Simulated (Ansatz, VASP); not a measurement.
## Al: VASP beside Ansatz

Contents of INCAR:

```
SYSTEM = Al
PREC = Accurate
ENCUT = 520
EDIFF = 1E-6
ISMEAR = -1
SIGMA = 0.1
LREAL = .FALSE.
LASPH = .TRUE.
NELM = 60
ALGO = Normal
ISIF = 2
LWAVE = .FALSE.
LCHARG = .FALSE.
GGA = RE
NBANDS = 8
```

KPOINTS

```
regular mesh
0
G
  13 13 13
  0 0 0
```

The input POSCAR:

```
Al
1.0
    2.8405904024      0.0000000000      0.0000000000
    0.0000000000      2.8405904024      0.0000000000
    0.0000000000      0.0000000000      2.8405904024
Al
1
Direct
    0.0000000000      0.0000000000      0.0000000000
```

Input for Ansatz:

```yaml
crystal:
  lattice:
    - [2.8405904024, 0.0, 0.0]
    - [0.0, 2.8405904024, 0.0]
    - [0.0, 0.0, 2.8405904024]
  atoms:
    - { symbol: Al, position: [0.0, 0.0, 0.0] }
hamiltonian:
  xc: revpbe
  pseudopotentials:
    kind: paw
    azcp:
      Al: "pseudopotentials/Al.paw.azcp"
basis:
  ecutwfc: 420
  fft_grid_basis: typed
kpoints:
  mp_grid: { grid: [13, 13, 13], shift: [0, 0, 0] }
magnetization:
  spin_polarized: false
scf:
  occupations: { method: fermi_dirac, width: 0.1 }
  lower_state_search: "off"
output:
  stress: true
  write_density: true
  write_potential: true
  elf: true
  volumetric_format: npy
```

Alike in both runs: task single point; functional revPBE; k mesh 13 × 13 × 13; occupations fermi-dirac, width 0.1 eV; no spin polarisation.

```csv
,VASP,Ansatz
version,VASP 6.6.1,Ansatz 0.2.0
potentials or method,"VASP PAW PBE potentials, release 64 (Al), cutoff 520 eV","plane waves (420 eV) with PAW, scalar-relativistic"
valence electrons in the cell,3,3
```

|  | VASP | Ansatz | Ansatz less VASP |
| --- | --- | --- | --- |
| pressure (GPa) | -4.9 | -4.9 | +0.07 |

VASP's potentials were made for PBE, not for revPBE.
